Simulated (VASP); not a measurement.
# MgO (P3m1) in VASP: notebook

MgO is run at these levels: r2SCAN; tasks: single point.

Everything below comes from runs of VASP 6.6.1. Logs are shortened: lines on timing, memory, paths and dates and some standing lists are left out, and cuts for length are marked.

## 1. The cell of the first run

The structure is trigonal, space group P3m1 (No. 156). The conventional cell has a = 3.486 Å, b = 3.486 Å, c = 4.178 Å, α = 90.00°, β = 90.00°, γ = 120.00°. Mg (site symmetry 3m) has 5 O at 1.79 to 2.39 Å within 2.4 Å. Within 2.7 Å of Mg (site symmetry 3m) lie 5 O at 2.04 to 2.09 Å. O (site symmetry 3m) has 5 Mg at 1.79 to 2.39 Å within 2.4 Å. O (site symmetry 3m) has 5 Mg at 2.01 to 2.09 Å and 3 O at 2.69 Å within 2.7 Å.

## 2. Single point, r2SCAN (atom 3 (O) moved by (+0.000, -0.300) A along [1 1 0] and z)

Input file POSCAR:

```
MgO
1.0
    3.4863778627      0.0000000000      0.0000000000
   -1.7431889314      3.0192917963      0.0000000000
    0.0000000000      0.0000000000      4.1780412200
Mg O
2 2
Direct
    0.6666666667      0.3333333333      0.7500000000
    0.3333333333      0.6666666667      0.2500000000
    0.6666666667      0.3333333333      0.1781960172
    0.3333333333      0.6666666667      0.7500000000
```

Input file INCAR.step1:

```
ALGO = Normal
EDIFF = 1E-4
ENCUT = 520
GGA = PE
ISMEAR = 1
LASPH = T
LCHARG = F
LREAL = F
LWAVE = T
NBANDS = 16
NELM = 80
PREC = Accurate
SIGMA = 0.02
```

Input file INCAR.step2:

```
ALGO = Normal
EDIFF = 1E-6
ENCUT = 520
ISIF = 2
ISMEAR = 1
ISTART = 1
LASPH = T
LCHARG = F
LMIXTAU = T
LREAL = F
LWAVE = F
METAGGA = R2SCAN
NBANDS = 16
NELM = 80
PREC = Accurate
SIGMA = 0.02
```

Input file KPOINTS:

```
k-points
0
Gamma
  6 6 6
```

Potentials or basis: VASP PAW PBE potentials, release 64 (Mg, O).

On the command line:

```
> cat potpaw_PBE.64/Mg/POTCAR potpaw_PBE.64/O/POTCAR > POTCAR
> cp INCAR.step1 INCAR
> mpirun -np 1 vasp_std > vasp.out
> cp INCAR.step2 INCAR
> mpirun -np 1 vasp_std > vasp.out
```

OUTCAR:

```text
EDIFF = 1E-6
   ENCUT = 520
   ISIF = 2
   ISMEAR = 1
   ISTART = 1
   LASPH = T
   LREAL = F
   METAGGA = R2SCAN
   NELM = 80
   PREC = Accurate

 ion  position               nearest neighbor table
   1  0.667  0.333  0.750-   3 1.79   4 2.01   4 2.01   4 2.01   3 2.39   2 2.90   2 2.90   2 2.90
                             2 2.90   2 2.90   2 2.90
   2  0.333  0.667  0.250-   3 2.04   3 2.04   3 2.04   4 2.09   4 2.09   1 2.90   1 2.90   1 2.90
                             1 2.90   1 2.90   1 2.90
   3  0.667  0.333  0.178-   1 1.79   2 2.04   2 2.04   2 2.04   1 2.39
   4  0.333  0.667  0.750-   1 2.01   1 2.01   1 2.01   2 2.09   2 2.09

  LATTYP: Found a hexagonal cell.
 ALAT       =     3.4863778627
 C/A-ratio  =     1.1983902447

  Lattice vectors:

 A1 = (   3.4863778627,   0.0000000000,   0.0000000000)
 A2 = (  -1.7431889314,   3.0192917963,   0.0000000000)
 A3 = (   0.0000000000,   0.0000000000,   4.1780412200)

Analysis of symmetry for initial positions (statically):
=====================================================================
 Subroutine PRICEL returns:
 Original cell was already a primitive cell.

 Routine SETGRP: Setting up the symmetry group for a
 hexagonal supercell.

 Subroutine GETGRP returns: Found  6 space group operations
 (whereof  6 operations were pure point group operations)
 out of a pool of 24 trial point group operations.

The static configuration has the point symmetry C_3v.

Analysis of symmetry for dynamics (positions and initial velocities):
=====================================================================
 Subroutine PRICEL returns:
 Original cell was already a primitive cell.

 Routine SETGRP: Setting up the symmetry group for a
 hexagonal supercell.

 Subroutine GETGRP returns: Found  6 space group operations
 (whereof  6 operations were pure point group operations)
 out of a pool of 24 trial point group operations.

The dynamic configuration has the point symmetry C_3v.

 Subroutine INISYM returns: Found  6 space group operations
 (whereof  6 operations are pure point group operations),
 and found     1 'primitive' translations

----------------------------------------------------------------------------------------

                                     Primitive cell

  volume of cell :      43.9797

  direct lattice vectors                    reciprocal lattice vectors
     3.486377863  0.000000000  0.000000000     0.286830642  0.165601748  0.000000000
    -1.743188931  3.019291796  0.000000000     0.000000000  0.331203497  0.000000000
     0.000000000  0.000000000  4.178041220     0.000000000  0.000000000  0.239346609

  length of vectors
     3.486377863  3.486377863  4.178041220     0.331203497  0.331203497  0.239346609

  position of ions in fractional coordinates (direct lattice)
     0.666666667  0.333333333  0.750000000
     0.333333333  0.666666667  0.250000000
     0.666666667  0.333333333  0.178196017
     0.333333333  0.666666667  0.750000000

  ion indices of the primitive-cell ions
   primitive index   ion index
                 1           1
                 2           2
                 3           3
                 4           4

----------------------------------------------------------------------------------------

 KPOINTS: k-points

Automatic generation of k-mesh.
 Grid dimensions read from file:
 generate k-points for:    6    6    6

 Generating k-lattice:

  Cartesian coordinates                     Fractional coordinates (reciprocal lattice)
     0.047805107  0.027600291  0.000000000     0.166666667  0.000000000  0.000000000
     0.000000000  0.055200583  0.000000000     0.000000000  0.166666667  0.000000000
     0.000000000  0.000000000  0.039891102     0.000000000  0.000000000  0.166666667

  Length of vectors
     0.055200583  0.055200583  0.039891102

  Shift w.r.t. Gamma in fractional coordinates (k-lattice)
     0.000000000  0.000000000  0.000000000

 Subroutine IBZKPT returns following result:
 ===========================================

 Found     34 irreducible k-points:

 Following reciprocal coordinates:
            Coordinates               Weight
  0.000000  0.000000  0.000000      1.000000
  0.166667 -0.000000  0.000000      6.000000
  0.333333 -0.000000  0.000000      6.000000
  0.500000 -0.000000  0.000000      3.000000
  0.166667  0.166667  0.000000      6.000000
  0.333333  0.166667  0.000000     12.000000
[... 16 lines left out ...]
  0.500000 -0.000000  0.333333      6.000000
  0.166667  0.166667  0.333333     12.000000
 [... further k-points ...]
   k-points           NKPTS =     34   k-points in BZ     NKDIM =     34   number of bands    NBANDS=     16
   number of dos      NEDOS =    301   number of ions     NIONS =      4
   total plane-waves  NPLWV =  25088
   dimension x,y,z NGX =    28 NGY =   28 NGZ =   32
   dimension x,y,z NGXF=    56 NGYF=   56 NGZF=   64
   ions per type =               2   2
   NGX,Y,Z   is equivalent  to a cutoff of  13.35, 13.35, 12.73 a.u.
   NGXF,Y,Z  is equivalent  to a cutoff of  26.70, 26.70, 25.47 a.u.
 SYSTEM =  unknown system
   PREC   = accura    normal or accurate (medium, high low for compatibility)
   ISTART =      1    job   : 0-new  1-cont  2-samecut
   ICHARG =      0    charge: 1-file 2-atom 10-const
   ISPIN  =      1    spin polarized calculation?
   LNONCOLLINEAR =      F non collinear calculations
   LSORBIT =      F    spin-orbit coupling
   LASPH  =      T    aspherical Exc in radial PAW
   ENCUT  =  520.0 eV  38.22 Ry    6.18 a.u.   6.48  6.48  7.77*2*pi/ulx,y,z
   NELM   =     80;   NELMIN=  2; NELMDL=  0     # of ELM steps
   EDIFF  = 0.1E-05   stopping-criterion for ELM
   LREAL  =      F    real-space projection
   EDIFFG = 0.1E-04   stopping-criterion for IOM
   NSW    =      0    number of steps for IOM
   IBRION =     -1    ionic relax: 0-MD 1-quasi-New 2-CG
   NFREE  =      0    steps in history (QN), initial steepest desc. (CG)
   ISIF   =      2    stress and relaxation
   ISYM   =      2    0-nonsym 1-usesym 2-fastsym
   POTIM  = 0.5000    time-step for ionic-motion
   TEBEG  =    0.0;   TEEND  =   0.0 temperature during run
   PSTRESS=    0.0 pullay stress
   NELECT =      16.0000    total number of electrons
   NUPDOWN=      -1.0000    fix difference up-down
   EMIN   =  10.00;   EMAX   =-10.00  energy-range for DOS
   EFERMI =   0.00;   METHOD = LEGACY
   ISMEAR =     1;   SIGMA  =   0.02  broadening in eV -4-tet -1-fermi 0-gaus
   EFERMI_NEDOS =   21; number of points for ismear=-14 and -15
   IALGO  =     38    algorithm
   IMIX   =      4    mixing-type and parameters
     AMIX     =   0.40;   BMIX     =  1.00
     AMIX_MAG =   1.60;   BMIX_MAG =  1.00
  volume/ion in A,a.u.               =      10.99        74.20
  Fermi-wavevector in a.u.,A,eV,Ry     =   1.168685  2.208494 18.583167  1.365824
  Thomas-Fermi vector in A             =   2.305168
   LORBIT       =      0    0 simple, 1 ext, 2 COOP (PROOUT), +10 PAW based schemes
   METAGGA = R2SCAN    functional components
   LHFCALC =     F    Hartree Fock is set to
   AEXX    =    0.0000 exact exchange contribution
   IVDW    =     0    specifies the selected vdW correction
   LEPSILON=     F    determine dielectric tensor
   LRPA    =     F    only Hartree local field effects (RPA)
 non-spin polarized calculation
 Methfessel and Paxton  Order N= 1 SIGMA  =   0.02
  energy-cutoff  :      520.00
  volume of cell :       43.98
 maximum number of plane-waves:      1204
 NGX is ok and might be reduce to    28
   NGX = 13   NGY = 13   NGZ = 15

 number of electron      15.9999999 magnetization

 Free energy of the ion-electron system (eV)
  ---------------------------------------------------
  ext. energy  EPLUGINS =         0.00000000
  ---------------------------------------------------
  free energy    TOTEN  =       -31.44684598 eV

  energy without entropy =      -31.44685134  energy(sigma->0) =      -31.44684777

 E-fermi :   1.4785     XC(G=0): -10.5509

 val. band max:        1.4616959850   @ k =   0.0000   0.0000   0.0000
 cond. band min:       5.5535922233   @ k =   0.0000   0.0000   0.0000
 fundamental gap:      4.0918962383
 Fermi energy:         1.4785336295

 k-point     1 :       0.0000    0.0000    0.0000
  band No.  band energies     occupation
      1     -16.3277      2.00000
      2     -14.8531      2.00000
      3      -1.9996      2.00000
      4      -0.1817      2.00000
      5      -0.1817      2.00000
      6       0.8568      2.00000
[... 8 lines left out ...]
     15      17.7102      0.00000
     16      19.0754      0.00000

 k-point     2 :       0.1667   -0.0000    0.0000
  band No.  band energies     occupation
      1     -16.1946      2.00000
      2     -14.8873      2.00000
      3      -1.7876      2.00000
      4      -0.6294      2.00000
      5      -0.3829      2.00000
      6       0.3261      2.00000
[... 8 lines left out ...]
     15      17.1916      0.00000
     16      18.2960      0.00000

 k-point     3 :       0.3333   -0.0000    0.0000
  band No.  band energies     occupation
      1     -15.8681      2.00000
      2     -15.0115      2.00000
      3      -1.5809      2.00000
      4      -1.2224      2.00000
      5      -0.6898      2.00000
      6      -0.1532      2.00000
[... 8 lines left out ...]
     15      17.5892      0.00000
     16      18.1622      0.00000

 k-point     4 :       0.5000   -0.0000    0.0000
  band No.  band energies     occupation
      1     -15.6244      2.00000
      2     -15.1522      2.00000
      3      -1.9918      2.00000
      4      -0.8652      2.00000
      5      -0.8178      2.00000
      6      -0.1617      2.00000
[... 8 lines left out ...]
     15      18.2379      0.00000
     16      18.4908      0.00000
[... 324 lines left out ...]
 k-point    22 :       0.0000    0.3333    0.3333
  band No.  band energies     occupation
      1     -15.6719      2.00000
      2     -15.1392      2.00000
      3      -2.1968      2.00000
      4      -1.4877      2.00000
      5      -0.3877      2.00000
      6       0.3647      2.00000
[... 8 lines left out ...]
     15      17.3321      0.00000
     16      17.9060      0.00000

 k-point    23 :       0.5000   -0.0000    0.3333
  band No.  band energies     occupation
      1     -15.4912      2.00000
      2     -15.1949      2.00000
      3      -2.4015      2.00000
      4      -1.7530      2.00000
      5      -0.4994      2.00000
      6       0.2492      2.00000
[... 8 lines left out ...]
     15      18.2746      0.00000
     16      18.4710      0.00000

 k-point    24 :       0.1667    0.1667    0.3333
  band No.  band energies     occupation
      1     -15.7440      2.00000
      2     -15.1296      2.00000
      3      -1.9427      2.00000
      4      -1.3884      2.00000
      5      -0.4679      2.00000
      6       0.3375      2.00000
[... 8 lines left out ...]
     15      17.8498      0.00000
     16      19.2653      0.00000

 [... further k-points ...]
[... 5 lines left out ...]
  --------------------------------------------------------------------------------------
  -------------------------------------------------------------------------------------
  Total       -0.1492163     -0.1492163      4.0444622      0.0000000      0.0000000     -0.0000000
  in kB       -5.4359383     -5.4359383    147.3394687      0.0000000      0.0000000     -0.0000000
  external PRESSURE =      45.4891973 kB  Pullay stress =       0.0000000 kB

 VOLUME and BASIS-vectors are now :
 -----------------------------------------------------------------------------
  energy-cutoff  :      520.00
  volume of cell :       43.98
      direct lattice vectors                 reciprocal lattice vectors
     3.486377863  0.000000000  0.000000000     0.286830642  0.165601748  0.000000000
    -1.743188931  3.019291796  0.000000000     0.000000000  0.331203497  0.000000000
     0.000000000  0.000000000  4.178041220     0.000000000  0.000000000  0.239346609

 POSITION                                       TOTAL-FORCE (eV/Angst)
 -----------------------------------------------------------------------------------
      1.74319      1.00643      3.13353         0.000000      0.000000     -2.103092
     -0.00000      2.01286      1.04451         0.000000     -0.000000     -0.759333
      1.74319      1.00643      0.74451        -0.000000     -0.000000      4.785879
     -0.00000      2.01286      3.13353        -0.000000      0.000000     -1.923453
 -----------------------------------------------------------------------------------
    total drift:                                0.000011     -0.000006     -0.011998

  FREE ENERGIE OF THE ION-ELECTRON SYSTEM (eV)
  ---------------------------------------------------
  free  energy   TOTEN  =       -31.4468459760 eV

  energy  without entropy=      -31.4468513444  energy(sigma->0) =      -31.44684777
```

Wall time 43 s (1 thread of Intel Xeon 6975P-C (Granite Rapids), shared host); peak memory 0.18 GiB.

What came out:

```yaml
Free_energy: -31.4468 eV
Pressure: 4.5 GPa
Largest_force: 4.786 eV/Å
Band_gap_on_the_k_mesh: 4.09 eV
```

Forces in eV/Å, atoms in the order of the input:
```
Mg   0.000  0.000 -2.103
Mg   0.000  0.000 -0.759
O    0.000  0.000  4.786
O    0.000  0.000 -1.923
```

Caveat: the cell differs from its parent crystal (atom 3 (O) moved by (+0.000, -0.300) A along [1 1 0] and z); the cell stands under pressure; the PAW data sets were made with another functional, which shifts forces and pressure a little.

[end of part 1 of 2]
